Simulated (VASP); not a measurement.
# PC2 (C2/m) in VASP: single point with PBE

Aim: the single point of PC2 with PBE.

All numbers are computed with VASP 6.6.1; they aren't measurements. Logs are shortened: lines on timing, memory, paths and dates and some standing lists are left out, and cuts for length are marked.

## (1) The cell of the first run

Symmetry: C2/m, No. 12, monoclinic system. The conventional cell has a = 4.644 Å, b = 8.183 Å, c = 4.305 Å, α = 90.00°, β = 109.52°, γ = 90.00°. P (site symmetry m) has 2 C at 1.82 Å and 1 P at 2.20 Å within 2.4 Å. C (site symmetry 1) has 2 C at 1.42 to 1.44 Å and 1 P at 1.82 Å within 1.9 Å.

## (2) Single point, PBE

INCAR reads:

```
PREC     = Accurate       # precision mode
ENCUT    = 1300           # plane-wave cutoff, eV
EDIFF    = 1E-6           # SCF threshold, eV
ISMEAR   = 0              # smearing method
SIGMA    = 0.2            # smearing width, eV
LREAL    = F              # projectors in reciprocal space
LASPH    = T              # aspherical terms in the spheres
NELM     = 120            # most SCF steps
ALGO     = Normal         # electronic algorithm
ISIF     = 2              # what is computed and relaxed
LWAVE    = F              # write WAVECAR
LCHARG   = F              # write CHGCAR
GGA      = PE             # functional
NBANDS   = 22             # bands
GGA_COMPAT= F
```

KPOINTS reads:

```
Automatic mesh
0
Gamma
  4 4 3
```

POSCAR reads:

```
PC2
1.0
    2.3105132026     -4.0916960976     -0.2319717570
    2.3105132026      4.0916960976     -0.2319717570
   -1.0258437214      0.0000000000      4.1814116330
P C
2 4
Direct
    0.7686884592      0.7686884592      0.8182639258
    0.2313115408      0.2313115408      0.1817360742
    0.4642987559      0.8312586173      0.9807844415
    0.5357012441      0.1687413827      0.0192155585
    0.1687413827      0.5357012441      0.0192155585
    0.8312586173      0.4642987559      0.9807844415
```

Potentials or basis: VASP PAW PBE potentials, release 64 (P, C_h).

Command:

```
> cat potpaw_PBE.64/P/POTCAR potpaw_PBE.64/C_h/POTCAR > POTCAR
> mpirun -np 1 vasp_std > vasp.out
```

OUTCAR:

```text
PREC = Accurate
   ENCUT = 1300
   EDIFF = 1E-6
   ISMEAR = 0
   LREAL = F
   LASPH = T
   NELM = 120
   ISIF = 2
   GGA = PE

 ion  position               nearest neighbor table
   1  0.769  0.769  0.818-   3 1.82   6 1.82   2 2.20
   2  0.231  0.231  0.182-   4 1.82   5 1.82   1 2.20
   3  0.464  0.831  0.981-   4 1.42   5 1.44   1 1.82
   4  0.536  0.169  0.019-   3 1.42   6 1.44   2 1.82
   5  0.169  0.536  0.019-   6 1.42   3 1.44   2 1.82
   6  0.831  0.464  0.981-   5 1.42   4 1.44   1 1.82

  LATTYP: Found a base centered monoclinic cell.
 ALAT       =     4.6442575964
 B/A-ratio  =     1.7620452840
 C/A-ratio  =     0.9270395313
 COS(beta)  =    -0.3340957458

  Lattice vectors:

 A1 = (   2.3105132026,  -4.0916960976,  -0.2319717570)
 A2 = (   2.3105132026,   4.0916960976,  -0.2319717570)
 A3 = (  -1.0258437214,   0.0000000000,   4.1814116330)

Analysis of symmetry for initial positions (statically):
=====================================================================
 Subroutine PRICEL returns:
 Original cell was already a primitive cell.

 Routine SETGRP: Setting up the symmetry group for a
 base centered monoclinic supercell.

 Subroutine GETGRP returns: Found  4 space group operations
 (whereof  4 operations were pure point group operations)
 out of a pool of  4 trial point group operations.

The static configuration has the point symmetry C_2h.

Analysis of symmetry for dynamics (positions and initial velocities):
=====================================================================
 Subroutine PRICEL returns:
 Original cell was already a primitive cell.

 Routine SETGRP: Setting up the symmetry group for a
 base centered monoclinic supercell.

 Subroutine GETGRP returns: Found  4 space group operations
 (whereof  4 operations were pure point group operations)
 out of a pool of  4 trial point group operations.

The dynamic configuration has the point symmetry C_2h.

 Subroutine INISYM returns: Found  4 space group operations
 (whereof  4 operations are pure point group operations),
 and found     1 'primitive' translations

----------------------------------------------------------------------------------------

                                     Primitive cell

  volume of cell :      77.1141

  direct lattice vectors                    reciprocal lattice vectors
     2.310513203 -4.091696098 -0.231971757     0.221866981 -0.122198714  0.054431582
     2.310513203  4.091696098 -0.231971757     0.221866981  0.122198714  0.054431582
    -1.025843721  0.000000000  4.181411633     0.024616985  0.000000000  0.245193076

  length of vectors
     4.704706060  4.704706060  4.305410385     0.259075819  0.259075819  0.246425730

  position of ions in fractional coordinates (direct lattice)
     0.768688459  0.768688459  0.818263926
     0.231311541  0.231311541  0.181736074
     0.464298756  0.831258617  0.980784441
     0.535701244  0.168741383  0.019215559
     0.168741383  0.535701244  0.019215559
     0.831258617  0.464298756  0.980784441

  ion indices of the primitive-cell ions
   primitive index   ion index
                 1           1
                 2           2
                 3           3
                 4           4
                 5           5
                 6           6

----------------------------------------------------------------------------------------

 KPOINTS: Automatic mesh

Automatic generation of k-mesh.
 Grid dimensions read from file:
 generate k-points for:    4    4    3

 Generating k-lattice:

  Cartesian coordinates                     Fractional coordinates (reciprocal lattice)
     0.055466745 -0.030549678  0.013607895     0.250000000  0.000000000 -0.000000000
     0.055466745  0.030549678  0.013607895     0.000000000  0.250000000 -0.000000000
     0.008205662  0.000000000  0.081731025    -0.000000000 -0.000000000  0.333333333

  Length of vectors
     0.064768955  0.064768955  0.082141910

  Shift w.r.t. Gamma in fractional coordinates (k-lattice)
     0.000000000  0.000000000  0.000000000

 Subroutine IBZKPT returns following result:
 ===========================================

 Found     17 irreducible k-points:

 Following reciprocal coordinates:
            Coordinates               Weight
  0.000000  0.000000  0.000000      1.000000
  0.250000  0.000000  0.000000      4.000000
  0.500000  0.000000  0.000000      2.000000
  0.250000  0.250000  0.000000      2.000000
  0.500000  0.250000  0.000000      4.000000
 -0.250000  0.250000  0.000000      2.000000
[... 9 lines left out ...]
 -0.250000  0.500000  0.333333      4.000000
 -0.250000 -0.250000  0.333333      2.000000
   k-points           NKPTS =     17   k-points in BZ     NKDIM =     17   number of bands    NBANDS=     22
   number of dos      NEDOS =    301   number of ions     NIONS =      6
   total plane-waves  NPLWV = 169344
   dimension x,y,z NGX =    56 NGY =   56 NGZ =   54
   dimension x,y,z NGXF=   112 NGYF=  112 NGZF=  108
   ions per type =               2   4
   NGX,Y,Z   is equivalent  to a cutoff of  19.79, 19.79, 20.85 a.u.
   NGXF,Y,Z  is equivalent  to a cutoff of  39.58, 39.58, 41.70 a.u.
 SYSTEM =  unknown system
   PREC   = accura    normal or accurate (medium, high low for compatibility)
   ISTART =      0    job   : 0-new  1-cont  2-samecut
   ICHARG =      2    charge: 1-file 2-atom 10-const
   ISPIN  =      1    spin polarized calculation?
   LNONCOLLINEAR =      F non collinear calculations
   LSORBIT =      F    spin-orbit coupling
   LASPH  =      T    aspherical Exc in radial PAW
   ENCUT  = 1300.0 eV  95.55 Ry    9.77 a.u.  13.83 13.83 12.66*2*pi/ulx,y,z
   NELM   =    120;   NELMIN=  2; NELMDL= -5     # of ELM steps
   EDIFF  = 0.1E-05   stopping-criterion for ELM
   LREAL  =      F    real-space projection
   EDIFFG = 0.1E-04   stopping-criterion for IOM
   NSW    =      0    number of steps for IOM
   IBRION =     -1    ionic relax: 0-MD 1-quasi-New 2-CG
   NFREE  =      0    steps in history (QN), initial steepest desc. (CG)
   ISIF   =      2    stress and relaxation
   ISYM   =      2    0-nonsym 1-usesym 2-fastsym
   POTIM  = 0.5000    time-step for ionic-motion
   TEBEG  =    0.0;   TEEND  =   0.0 temperature during run
   PSTRESS=    0.0 pullay stress
   NELECT =      26.0000    total number of electrons
   NUPDOWN=      -1.0000    fix difference up-down
   EMIN   =  10.00;   EMAX   =-10.00  energy-range for DOS
   EFERMI =   0.00;   METHOD = LEGACY
   ISMEAR =     0;   SIGMA  =   0.20  broadening in eV -4-tet -1-fermi 0-gaus
   EFERMI_NEDOS =   21; number of points for ismear=-14 and -15
   IALGO  =     38    algorithm
   IMIX   =      4    mixing-type and parameters
     AMIX     =   0.40;   BMIX     =  1.00
     AMIX_MAG =   1.60;   BMIX_MAG =  1.00
  volume/ion in A,a.u.               =      12.85        86.73
  Fermi-wavevector in a.u.,A,eV,Ry     =   1.139431  2.153213 17.664488  1.298303
  Thomas-Fermi vector in A             =   2.276135
   LORBIT       =      0    0 simple, 1 ext, 2 COOP (PROOUT), +10 PAW based schemes
   GGA     = PE    functional components
   LHFCALC =     F    Hartree Fock is set to
   AEXX    =    0.0000 exact exchange contribution
   IVDW    =     0    specifies the selected vdW correction
   LEPSILON=     F    determine dielectric tensor
   LRPA    =     F    only Hartree local field effects (RPA)
 non-spin polarized calculation
 Gauss-broadening in eV      SIGMA  =   0.20
  energy-cutoff  :     1300.00
  volume of cell :       77.11
 maximum number of plane-waves:      8227
   NGX = 27   NGY = 27   NGZ = 25

 number of electron      26.0000000 magnetization

 Free energy of the ion-electron system (eV)
  ---------------------------------------------------
  ext. energy  EPLUGINS =         0.00000000
  ---------------------------------------------------
  free energy    TOTEN  =       -45.15395238 eV

  energy without entropy =      -45.14449952  energy(sigma->0) =      -45.14922595

 E-fermi :   5.4008     XC(G=0):  -9.7591

 val. band max:        5.0575447171   @ k =   0.2500   0.2500   0.0000
 cond. band min:       5.5093586945   @ k =  -0.2500   0.2500   0.3333
 fundamental gap:      0.4518139774
 Fermi energy:         5.4007733546

 k-point     1 :       0.0000    0.0000    0.0000
  band No.  band energies     occupation
      1     -12.8656      2.00000
      2      -7.6150      2.00000
      3      -7.6049      2.00000
      4      -5.9798      2.00000
      5      -5.7704      2.00000
      6      -3.7395      2.00000
[... 14 lines left out ...]
     21      13.7641      0.00000
     22      13.8489      0.00000

 k-point     2 :       0.2500    0.0000    0.0000
  band No.  band energies     occupation
      1     -12.4466      2.00000
      2      -9.4708      2.00000
      3      -7.2353      2.00000
      4      -6.3512      2.00000
      5      -5.1053      2.00000
      6      -2.7317      2.00000
[... 14 lines left out ...]
     21      12.6308      0.00000
     22      14.3277      0.00000

 k-point     3 :       0.5000    0.0000    0.0000
  band No.  band energies     occupation
      1     -11.3625      2.00000
      2     -11.1098      2.00000
      3      -7.6877      2.00000
      4      -6.6553      2.00000
      5      -3.0672      2.00000
      6      -2.9704      2.00000
[... 14 lines left out ...]
     21      12.9338      0.00000
     22      13.5101      0.00000

 k-point     4 :       0.2500    0.2500    0.0000
  band No.  band energies     occupation
      1     -11.5915      2.00000
      2     -10.6897      2.00000
      3      -8.5532      2.00000
      4      -4.7207      2.00000
      5      -4.6085      2.00000
      6      -2.9148      2.00000
[... 14 lines left out ...]
     21      12.3347      0.00000
     22      13.0167      0.00000

 k-point     5 :       0.5000    0.2500    0.0000
  band No.  band energies     occupation
      1     -11.8031      2.00000
      2     -10.0954      2.00000
      3      -9.0473      2.00000
      4      -5.0733      2.00000
      5      -4.5366      2.00000
      6      -2.3425      2.00000
[... 14 lines left out ...]
     21      12.3875      0.00000
     22      12.6908      0.00000

 k-point     6 :      -0.2500    0.2500    0.0000
  band No.  band energies     occupation
      1     -12.4977      2.00000
      2      -8.8611      2.00000
      3      -8.1166      2.00000
      4      -6.6004      2.00000
      5      -4.5967      2.00000
      6      -2.7919      2.00000
[... 14 lines left out ...]
     21      13.2253      0.00000
     22      14.2386      0.00000

 k-point     7 :       0.5000    0.5000    0.0000
  band No.  band energies     occupation
      1     -11.8689      2.00000
      2     -10.1292      2.00000
      3      -8.4283      2.00000
      4      -6.8843      2.00000
      5      -2.4242      2.00000
      6      -2.2752      2.00000
[... 149 lines left out ...]
      6      -2.4822      2.00000
[... 14 lines left out ...]
     21      13.8185      0.00000
     22      14.2359      0.00000

 k-point    14 :      -0.2500    0.2500    0.3333
  band No.  band energies     occupation
      1     -12.3982      2.00000
      2      -8.7303      2.00000
      3      -8.1856      2.00000
      4      -6.5828      2.00000
      5      -5.0735      2.00000
      6      -2.7792      2.00000
[... 14 lines left out ...]
     21      13.5578      0.00000
     22      14.1732      0.00000

 k-point    15 :       0.5000    0.5000    0.3333
  band No.  band energies     occupation
      1     -11.8088      2.00000
      2      -9.9317      2.00000
      3      -8.5080      2.00000
      4      -6.9012      2.00000
      5      -3.2420      2.00000
      6      -2.6223      2.00000
[... 14 lines left out ...]
     21      14.0922      0.00000
     22      14.3872      0.00000

 k-point    16 :      -0.2500    0.5000    0.3333
  band No.  band energies     occupation
      1     -11.7120      2.00000
      2     -10.1009      2.00000
      3      -8.9035      2.00000
      4      -5.1583      2.00000
      5      -4.7891      2.00000
      6      -2.6627      2.00000
[... 14 lines left out ...]
     21      12.9020      0.00000
     22      14.4244      0.00000

 k-point    17 :      -0.2500   -0.2500    0.3333
  band No.  band energies     occupation
      1     -11.5813      2.00000
      2     -10.6313      2.00000
      3      -8.4305      2.00000
      4      -4.7583      2.00000
      5      -4.6407      2.00000
      6      -2.8747      2.00000
[... 14 lines left out ...]
     21      12.4354      0.00000
     22      13.7573      0.00000

------------------------ aborting loop because EDIFF is reached ----------------------------------------

  FORCE on cell =-STRESS in cart. coord.  units (eV):
  Direction    XX          YY          ZZ          XY          YZ          ZX
  --------------------------------------------------------------------------------------
  -------------------------------------------------------------------------------------
  Total       -0.1185122     -0.2406991     -0.2136019      0.0000000      0.0000000     -0.0122038
  in kB       -2.4622938     -5.0009374     -4.4379467      0.0000000      0.0000000     -0.2535548
  external PRESSURE =      -3.9670593 kB  Pullay stress =       0.0000000 kB

 VOLUME and BASIS-vectors are now :
 -----------------------------------------------------------------------------
  energy-cutoff  :     1300.00
  volume of cell :       77.11
      direct lattice vectors                 reciprocal lattice vectors
     2.310513203 -4.091696098 -0.231971757     0.221866981 -0.122198714  0.054431582
     2.310513203  4.091696098 -0.231971757     0.221866981  0.122198714  0.054431582
    -1.025843721  0.000000000  4.181411633     0.024616985  0.000000000  0.245193076

 POSITION                                       TOTAL-FORCE (eV/Angst)
 -----------------------------------------------------------------------------------
      2.71272      0.00000      3.06487        -0.045139      0.000000      0.081094
      0.88246      0.00000      0.65260         0.045139      0.000000     -0.081094
      1.98727      1.50149      3.80053         0.071408     -0.011056     -0.023196
      1.60791     -1.50149     -0.08306        -0.071408      0.011056      0.023196
      1.60791      1.50149     -0.08306        -0.071408     -0.011056      0.023196
      1.98727     -1.50149      3.80053         0.071408      0.011056     -0.023196
 -----------------------------------------------------------------------------------
    total drift:                                0.000000      0.000000      0.000000

  FREE ENERGIE OF THE ION-ELECTRON SYSTEM (eV)
  ---------------------------------------------------
  free  energy   TOTEN  =       -45.1539523795 eV

  energy  without entropy=      -45.1444995218  energy(sigma->0) =      -45.14922595
```

Wall time 91 s (1 thread of Intel Xeon Platinum 8488C (Sapphire Rapids), shared host); peak memory 0.44 GiB.

Results:

- Free energy: -45.1540 eV
- Pressure: -0.4 GPa
- Largest force: 0.093 eV/Å
- Band gap on the k mesh: zero (bands 13 and 14 overlap by 0.94 eV)

Forces on the atoms (eV/Å):
```
P   -0.045  0.000  0.081
P    0.045  0.000 -0.081
C    0.071 -0.011 -0.023
C   -0.071  0.011  0.023
C   -0.071 -0.011  0.023
C    0.071  0.011 -0.023
```

Caveat: the k points lie up to 0.52 Å⁻¹ apart, too coarse for converged energies and pressures of a metal.

The gap in the log of VASP goes by the Fermi energy; the results here count the filled bands.